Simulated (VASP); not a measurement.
# BiP (P4mm) in VASP: notebook

BiP is run at these levels: PBE; tasks: single point, relaxation of cell and atoms.

Everything below comes from runs of VASP 6.6.1. Logs are shortened: lines on timing, memory, paths and dates and some standing lists are left out, and cuts for length are marked.

## Step 1: The cell of the first run

Symmetry: P4mm, No. 99, tetragonal system. The conventional cell has a = 3.474 Å, b = 3.474 Å, c = 4.198 Å, α = 90.00°, β = 90.00°, γ = 90.00°. Bi (site symmetry 4mm) has 2 P at 1.94 to 2.26 Å within 2.6 Å. Within 2.6 Å of P (site symmetry 4mm) lie 2 Bi at 1.94 to 2.26 Å.

The cell was built from a structure type or drawn by symmetry, and may not be a known phase.

## Step 2: Single point, PBE

Contents of INCAR:

```
PREC     = Accurate       # precision mode
ENCUT    = 500            # plane-wave cutoff, eV
EDIFF    = 1E-6           # SCF threshold, eV
ISMEAR   = 0              # smearing method
SIGMA    = 0.1            # smearing width, eV
LREAL    = False          # projectors in reciprocal space
LASPH    = True           # aspherical terms in the spheres
NELM     = 120            # most SCF steps
ALGO     = Normal         # electronic algorithm
ISIF     = 2              # what is computed and relaxed
LWAVE    = False          # write WAVECAR
LCHARG   = False          # write CHGCAR
GGA      = PE             # functional
NBANDS   = 17             # bands
GGA_COMPAT= False
```

Contents of KPOINTS:

```
Automatic mesh
0
Gamma
  6 6 4
```

Contents of POSCAR:

```
BiP
1.0
    3.4744594800      0.0000000000      0.0000000000
    0.0000000000      3.4744594800      0.0000000000
    0.0000000000      0.0000000000      4.1984500200
Bi P
1 1
Direct
    0.0000000000      0.0000000000      0.7060247400
    0.0000000000      0.0000000000      0.1680445700
```

Potentials or basis: VASP PAW PBE potentials, release 64 (Bi_d, P).

Run with:

```
$ cat potpaw_PBE.64/Bi_d/POTCAR potpaw_PBE.64/P/POTCAR > POTCAR
$ mpirun -np 1 vasp_std > vasp.out
```

OUTCAR:

```text
PREC = Accurate
   ENCUT = 500
   EDIFF = 1E-6
   ISMEAR = 0
   LREAL = False
   LASPH = True
   NELM = 120
   ISIF = 2
   GGA = PE

 ion  position               nearest neighbor table
   1  0.000  0.000  0.706-   2 1.94   2 2.26
   2  0.000  0.000  0.168-   1 1.94   1 2.26

  LATTYP: Found a simple tetragonal cell.
 ALAT       =     3.4744594800
 C/A-ratio  =     1.2083750132

  Lattice vectors:

 A1 = (   3.4744594800,   0.0000000000,   0.0000000000)
 A2 = (   0.0000000000,   3.4744594800,   0.0000000000)
 A3 = (   0.0000000000,   0.0000000000,   4.1984500200)

Analysis of symmetry for initial positions (statically):
=====================================================================
 Subroutine PRICEL returns:
 Original cell was already a primitive cell.

 Routine SETGRP: Setting up the symmetry group for a
 simple tetragonal supercell.

 Subroutine GETGRP returns: Found  8 space group operations
 (whereof  8 operations were pure point group operations)
 out of a pool of 16 trial point group operations.

The static configuration has the point symmetry C_4v.

Analysis of symmetry for dynamics (positions and initial velocities):
=====================================================================
 Subroutine PRICEL returns:
 Original cell was already a primitive cell.

 Routine SETGRP: Setting up the symmetry group for a
 simple tetragonal supercell.

 Subroutine GETGRP returns: Found  8 space group operations
 (whereof  8 operations were pure point group operations)
 out of a pool of 16 trial point group operations.

The dynamic configuration has the point symmetry C_4v.

 Subroutine INISYM returns: Found  8 space group operations
 (whereof  8 operations are pure point group operations),
 and found     1 'primitive' translations

----------------------------------------------------------------------------------------

                                     Primitive cell

  volume of cell :      50.6831

  direct lattice vectors                    reciprocal lattice vectors
     3.474459480  0.000000000  0.000000000     0.287814552  0.000000000  0.000000000
     0.000000000  3.474459480  0.000000000     0.000000000  0.287814552  0.000000000
     0.000000000  0.000000000  4.198450020     0.000000000  0.000000000  0.238183138

  length of vectors
     3.474459480  3.474459480  4.198450020     0.287814552  0.287814552  0.238183138

  position of ions in fractional coordinates (direct lattice)
     0.000000000  0.000000000  0.706024740
     0.000000000  0.000000000  0.168044570

  ion indices of the primitive-cell ions
   primitive index   ion index
                 1           1
                 2           2

----------------------------------------------------------------------------------------

 KPOINTS: Automatic mesh

Automatic generation of k-mesh.
 Grid dimensions read from file:
 generate k-points for:    6    6    4

 Generating k-lattice:

  Cartesian coordinates                     Fractional coordinates (reciprocal lattice)
     0.047969092  0.000000000  0.000000000     0.166666667  0.000000000  0.000000000
     0.000000000  0.047969092  0.000000000     0.000000000  0.166666667  0.000000000
     0.000000000  0.000000000  0.059545784     0.000000000  0.000000000  0.250000000

  Length of vectors
     0.047969092  0.047969092  0.059545784

  Shift w.r.t. Gamma in fractional coordinates (k-lattice)
     0.000000000  0.000000000  0.000000000

 Subroutine IBZKPT returns following result:
 ===========================================

 Found     30 irreducible k-points:

 Following reciprocal coordinates:
            Coordinates               Weight
  0.000000  0.000000  0.000000      1.000000
  0.166667  0.000000  0.000000      4.000000
  0.333333  0.000000  0.000000      4.000000
  0.500000  0.000000  0.000000      2.000000
  0.166667  0.166667  0.000000      4.000000
  0.333333  0.166667  0.000000      8.000000
[... 16 lines left out ...]
  0.333333  0.000000  0.500000      4.000000
  0.500000  0.000000  0.500000      2.000000
 [... further k-points ...]
   k-points           NKPTS =     30   k-points in BZ     NKDIM =     30   number of bands    NBANDS=     17
   number of dos      NEDOS =    301   number of ions     NIONS =      2
   total plane-waves  NPLWV =  25088
   dimension x,y,z NGX =    28 NGY =   28 NGZ =   32
   dimension x,y,z NGXF=    56 NGYF=   56 NGZF=   64
   ions per type =               1   1
   NGX,Y,Z   is equivalent  to a cutoff of  13.40, 13.40, 12.67 a.u.
   NGXF,Y,Z  is equivalent  to a cutoff of  26.79, 26.79, 25.34 a.u.
 SYSTEM =  unknown system
   PREC   = accura    normal or accurate (medium, high low for compatibility)
   ISTART =      0    job   : 0-new  1-cont  2-samecut
   ICHARG =      2    charge: 1-file 2-atom 10-const
   ISPIN  =      1    spin polarized calculation?
   LNONCOLLINEAR =      F non collinear calculations
   LSORBIT =      F    spin-orbit coupling
   LASPH  =      T    aspherical Exc in radial PAW
   ENCUT  =  500.0 eV  36.75 Ry    6.06 a.u.   6.33  6.33  7.65*2*pi/ulx,y,z
   NELM   =    120;   NELMIN=  2; NELMDL= -5     # of ELM steps
   EDIFF  = 0.1E-05   stopping-criterion for ELM
   LREAL  =      F    real-space projection
   EDIFFG = 0.1E-04   stopping-criterion for IOM
   NSW    =      0    number of steps for IOM
   IBRION =     -1    ionic relax: 0-MD 1-quasi-New 2-CG
   NFREE  =      0    steps in history (QN), initial steepest desc. (CG)
   ISIF   =      2    stress and relaxation
   ISYM   =      2    0-nonsym 1-usesym 2-fastsym
   POTIM  = 0.5000    time-step for ionic-motion
   TEBEG  =    0.0;   TEEND  =   0.0 temperature during run
   PSTRESS=    0.0 pullay stress
   NELECT =      20.0000    total number of electrons
   NUPDOWN=      -1.0000    fix difference up-down
   EMIN   =  10.00;   EMAX   =-10.00  energy-range for DOS
   EFERMI =   0.00;   METHOD = LEGACY
   ISMEAR =     0;   SIGMA  =   0.10  broadening in eV -4-tet -1-fermi 0-gaus
   EFERMI_NEDOS =   21; number of points for ismear=-14 and -15
   IALGO  =     38    algorithm
   IMIX   =      4    mixing-type and parameters
     AMIX     =   0.40;   BMIX     =  1.00
     AMIX_MAG =   1.60;   BMIX_MAG =  1.00
  volume/ion in A,a.u.               =      25.34       171.01
  Fermi-wavevector in a.u.,A,eV,Ry     =   1.200781  2.269146 19.617888  1.441874
  Thomas-Fermi vector in A             =   2.336607
   LORBIT       =      0    0 simple, 1 ext, 2 COOP (PROOUT), +10 PAW based schemes
   GGA     = PE    functional components
   LHFCALC =     F    Hartree Fock is set to
   AEXX    =    0.0000 exact exchange contribution
   IVDW    =     0    specifies the selected vdW correction
   LEPSILON=     F    determine dielectric tensor
   LRPA    =     F    only Hartree local field effects (RPA)
 non-spin polarized calculation
 Gauss-broadening in eV      SIGMA  =   0.10
  energy-cutoff  :      500.00
  volume of cell :       50.68
 maximum number of plane-waves:      1304
 NGX is ok and might be reduce to    28
   NGX = 13   NGY = 13   NGZ = 15

 number of electron      19.9999999 magnetization

 Free energy of the ion-electron system (eV)
  ---------------------------------------------------
  ext. energy  EPLUGINS =         0.00000000
  ---------------------------------------------------
  free energy    TOTEN  =        -2.60435474 eV

  energy without entropy =       -2.60058792  energy(sigma->0) =       -2.60247133

 E-fermi :   6.8775     XC(G=0):  -9.7305

 val. band max:        6.8292171000   @ k =   0.5000   0.5000   0.2500
 cond. band min:       6.9275653220   @ k =   0.1667   0.0000   0.5000
 fundamental gap:      0.0983482220
 Fermi energy:         6.8774616230

 k-point     1 :       0.0000    0.0000    0.0000
  band No.  band energies     occupation
      1     -17.8614      2.00000
      2     -16.8453      2.00000
      3     -16.8453      2.00000
      4     -16.6975      2.00000
      5     -16.5299      2.00000
      6      -8.4998      2.00000
[... 9 lines left out ...]
     16      16.9828      0.00000
     17      16.9828      0.00000

 k-point     2 :       0.1667    0.0000    0.0000
  band No.  band energies     occupation
      1     -17.8552      2.00000
      2     -16.8576      2.00000
      3     -16.8443      2.00000
      4     -16.6701      2.00000
      5     -16.5403      2.00000
      6      -8.3046      2.00000
[... 9 lines left out ...]
     16      17.0771      0.00000
     17      17.1242      0.00000

 k-point     3 :       0.3333    0.0000    0.0000
  band No.  band energies     occupation
      1     -17.8432      2.00000
      2     -16.8820      2.00000
      3     -16.8424      2.00000
      4     -16.6151      2.00000
      5     -16.5608      2.00000
      6      -7.8516      2.00000
[... 9 lines left out ...]
     16      16.2091      0.00000
     17      17.5266      0.00000

 k-point     4 :       0.5000    0.0000    0.0000
  band No.  band energies     occupation
      1     -17.8374      2.00000
      2     -16.8940      2.00000
      3     -16.8415      2.00000
      4     -16.5875      2.00000
      5     -16.5710      2.00000
      6      -7.5816      2.00000
[... 9 lines left out ...]
     16      15.4034      0.00000
     17      17.7457      0.00000
[... 343 lines left out ...]
      1     -17.7027      2.00000
      2     -16.8688      2.00000
      3     -16.8543      2.00000
      4     -16.6688      2.00000
      5     -16.5396      2.00000
      6      -7.1004      2.00000
[... 9 lines left out ...]
     16      15.0632      0.00000
     17      16.6408      0.00000

 k-point    23 :       0.3333    0.0000    0.5000
  band No.  band energies     occupation
      1     -17.6913      2.00000
      2     -16.8956      2.00000
      3     -16.8521      2.00000
      4     -16.6134      2.00000
      5     -16.5599      2.00000
      6      -6.6584      2.00000
[... 9 lines left out ...]
     16      16.3600      0.00000
     17      16.6650      0.00000

 k-point    24 :       0.5000    0.0000    0.5000
  band No.  band energies     occupation
      1     -17.6859      2.00000
      2     -16.9089      2.00000
      3     -16.8510      2.00000
      4     -16.5855      2.00000
      5     -16.5701      2.00000
      6      -6.4003      2.00000
[... 9 lines left out ...]
     16      16.0826      0.00000
     17      16.9320      0.00000

 [... further k-points ...]

------------------------ aborting loop because EDIFF is reached ----------------------------------------

  FORCE on cell =-STRESS in cart. coord.  units (eV):
  Direction    XX          YY          ZZ          XY          YZ          ZX
  --------------------------------------------------------------------------------------
  -------------------------------------------------------------------------------------
  Total        0.9788312      0.9788312     43.8887754      0.0000000      0.0000000      0.0000000
  in kB       30.9424646     30.9424646   1387.3963771      0.0000000      0.0000000      0.0000000
  external PRESSURE =     483.0937688 kB  Pullay stress =       0.0000000 kB

 VOLUME and BASIS-vectors are now :
 -----------------------------------------------------------------------------
  energy-cutoff  :      500.00
  volume of cell :       50.68
      direct lattice vectors                 reciprocal lattice vectors
     3.474459480  0.000000000  0.000000000     0.287814552  0.000000000  0.000000000
     0.000000000  3.474459480  0.000000000     0.000000000  0.287814552  0.000000000
     0.000000000  0.000000000  4.198450020     0.000000000  0.000000000  0.238183138

 POSITION                                       TOTAL-FORCE (eV/Angst)
 -----------------------------------------------------------------------------------
      0.00000      0.00000      2.96421        -0.000000      0.000000    -11.834104
      0.00000      0.00000      0.70553         0.000000      0.000000     11.834104
 -----------------------------------------------------------------------------------
    total drift:                               -0.000000     -0.000000      0.000108

  FREE ENERGIE OF THE ION-ELECTRON SYSTEM (eV)
  ---------------------------------------------------
  free  energy   TOTEN  =        -2.6043547373 eV

  energy  without entropy=       -2.6005879153  energy(sigma->0) =       -2.60247133
```

It took 34 s on 1 thread of AMD EPYC 7R43 (Zen 3), shared host; peak memory 0.13 GiB.

Results:

- Free energy: -2.6044 eV
- Pressure: 48.3 GPa
- Largest force: 11.834 eV/Å
- Band gap on the k mesh: zero (bands 10 and 11 overlap by 3.92 eV)

Forces in eV/Å, atoms in the order of the input:
```
Bi    0.000   0.000 -11.834
P     0.000   0.000  11.834
```

Caveat: the k points lie up to 0.37 Å⁻¹ apart, too coarse for converged energies and pressures of a metal; spin-orbit coupling is left out, which moves the levels of the heavy elements; forces of over 1 eV/Å act on the atoms, so gaps and moduli don't describe the material at rest.

[end of part 1 of 2]
